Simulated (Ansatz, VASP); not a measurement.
## Si2W: VASP beside Ansatz

INCAR

```
ALGO = Normal ; EDIFF = 1E-6
ENCUT = 520 ; GGA = PS
ISIF = 2 ; ISMEAR = 0
LASPH = T ; LCHARG = T
LELF = T ; LREAL = Auto
LVHAR = T ; LWAVE = F
NBANDS = 81 ; NELM = 80
PREC = Accurate ; SIGMA = 0.15
```

KPOINTS

```
k-points
0
Gamma
  10 10 3
```

File POSCAR:

```
Si2W
1.0
   -4.5760866017      0.0000000000      0.0000000000
   -2.2880433008     -3.9630072470      0.0000000000
    0.0000000000      0.0000000000     13.2066149396
Si W
12 6
Direct
    0.8361793875      0.3276412251      0.2500000000
    0.8361793875      0.3276412251      0.7500000000
    0.6723587749      0.1638206125      0.4166666667
    0.6723587749      0.1638206125      0.9166666667
    0.1638206125      0.1638206125      0.0833333333
    0.1638206125      0.1638206125      0.5833333333
    0.1638206125      0.6723587749      0.2500000000
    0.1638206125      0.6723587749      0.7500000000
    0.3276412251      0.8361793875      0.4166666667
    0.3276412251      0.8361793875      0.9166666667
    0.8361793875      0.8361793875      0.0833333333
    0.8361793875      0.8361793875      0.5833333333
    0.5000000000      0.5000000000      0.0833333333
    0.5000000000      0.5000000000      0.5833333333
    1.0000000000      0.5000000000      0.4166666667
    1.0000000000      0.5000000000      0.9166666667
    0.5000000000      0.0000000000      0.2500000000
    0.5000000000      0.0000000000      0.7500000000
```

Input for Ansatz:

```yaml
crystal:
  lattice:
    - [-4.5760866017, 0.0, 0.0]
    - [-2.2880433008, -3.963007247, 0.0]
    - [0.0, 0.0, 13.2066149396]
  atoms:
    - { symbol: Si, position: [0.8361793875, 0.3276412251, 0.25] }
    - { symbol: Si, position: [0.8361793875, 0.3276412251, 0.75] }
    - { symbol: Si, position: [0.6723587749, 0.1638206125, 0.4166666667] }
    - { symbol: Si, position: [0.6723587749, 0.1638206125, 0.9166666667] }
    - { symbol: Si, position: [0.1638206125, 0.1638206125, 0.0833333333] }
    - { symbol: Si, position: [0.1638206125, 0.1638206125, 0.5833333333] }
    - { symbol: Si, position: [0.1638206125, 0.6723587749, 0.25] }
    - { symbol: Si, position: [0.1638206125, 0.6723587749, 0.75] }
    - { symbol: Si, position: [0.3276412251, 0.8361793875, 0.4166666667] }
    - { symbol: Si, position: [0.3276412251, 0.8361793875, 0.9166666667] }
    - { symbol: Si, position: [0.8361793875, 0.8361793875, 0.0833333333] }
    - { symbol: Si, position: [0.8361793875, 0.8361793875, 0.5833333333] }
    - { symbol: W, position: [0.5, 0.5, 0.0833333333] }
    - { symbol: W, position: [0.5, 0.5, 0.5833333333] }
    - { symbol: W, position: [1.0, 0.5, 0.4166666667] }
    - { symbol: W, position: [1.0, 0.5, 0.9166666667] }
    - { symbol: W, position: [0.5, 0.0, 0.25] }
    - { symbol: W, position: [0.5, 0.0, 0.75] }
basis:
  ecutwfc: 420
kpoints:
  mp_grid: { grid: [10, 10, 3] }
hamiltonian:
  xc: pbesol
scf:
  occupations: { method: gaussian, width: 0.15 }
output:
  forces: true
  stress: true
  eigenvalues: true
```

Alike in both runs: task single point; functional PBEsol; k mesh 10 × 10 × 3; occupations gaussian, width 0.15 eV; no spin polarisation.

|  | VASP | Ansatz |
| --- | --- | --- |
| version | VASP 6.6.1 | Ansatz 0.2.0 |
| potentials or method | VASP PAW PBE potentials, release 64 (Si, W_sv), cutoff 520 eV | scalar-relativistic, plane waves, PAW |
| valence electrons in the cell | 132 | 132 |

```csv
,VASP,Ansatz,Ansatz less VASP
gap on the k mesh at the Fermi level (eV),none,none,-
pressure (GPa),0.3,0.0,-0.34
```

VASP's potentials were made for PBE, not for PBEsol. A gap of «none» marks a metal or a gap that the smearing closes.

Spin-orbit coupling is off throughout.
